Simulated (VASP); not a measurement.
LiH3:

```
Li H
1.0
     4.66183    0.00000    0.00000
    -2.33092    4.03726    0.00000
     0.00000    0.00000    3.74898
Li H
2 6
Direct
  0.33333 0.66667 0.16667
  0.66667 0.33333 0.66667
  0.33333 0.40807 0.42527
  0.07473 0.66667 0.42527
  0.59193 0.92527 0.42527
  0.66667 0.07473 0.92527
  0.40807 0.33333 0.92527
  0.92527 0.59193 0.92527
```

The cell was generated, and may not be a known phase.

| Quantity | Value |
| --- | --- |
| Program | VASP 6.6.1 |
| Task | relaxation of cell and atoms |
| Functional | PBE |
| Potentials or basis | VASP PAW PBE potentials, release 64 (Li_sv, H_h) |
| Cutoff | 1230 eV |
| k mesh | 6 × 6 × 4 |
| Occupations | gaussian, width 0.1 eV |
| Spin | no spin polarisation |

At the start: pressure 0.1 GPa; volume 8.82 Å³/atom.

Where does the relaxation end?

Over 12 steps the energy falls by 620.6 meV/atom and the volume is 7.38 Å³/atom (-16.3 %); space group P31c (No. 159, to 0.1 Å) before and after.

The path:
```
step  energy change (eV)  largest force (eV/Å)  pressure (GPa)  volume (Å³)
   1              0.0000                2.7879            0.05        70.56
   2             -1.2734                1.2694           -3.39        70.56
   3             -2.4719                0.1992           -5.56        70.39
   4             -3.1551                1.2704           -3.96        69.39
   5             -4.4669                0.5871           -3.51        65.43
   6             -4.6080                0.3712           -3.25        64.11
   7             -4.9491                0.0768           -1.58        61.19
   8             -4.9447                0.1385           -0.69        60.58
   9             -4.9515                0.0975           -1.30        60.99
  10             -4.9602                0.0502           -0.52        59.91
  11             -4.9609                0.0384           -0.21        59.50
  12             -4.9645                0.0255           -0.12        59.07
```

Final structure:
```
Li H
1.0
     5.32813    0.00000    0.00000
    -2.66407    4.61430    0.00000
     0.00000    0.00000    2.40254
Li H
2 6
Direct
  0.33333 0.66667 0.81804
  0.66667 0.33333 0.31804
  0.32874 0.33004 0.54148
  0.00130 0.67126 0.54148
  0.66996 0.99870 0.54148
  0.67126 0.00130 0.04148
  0.33004 0.32874 0.04148
  0.99870 0.66996 0.04148
```

Caveat: the k points lie up to 0.65 Å⁻¹ apart in the final cell, too coarse for converged energies and pressures of a metal; the volume moved by over 15 % at a fixed basis, so the end points are rough.
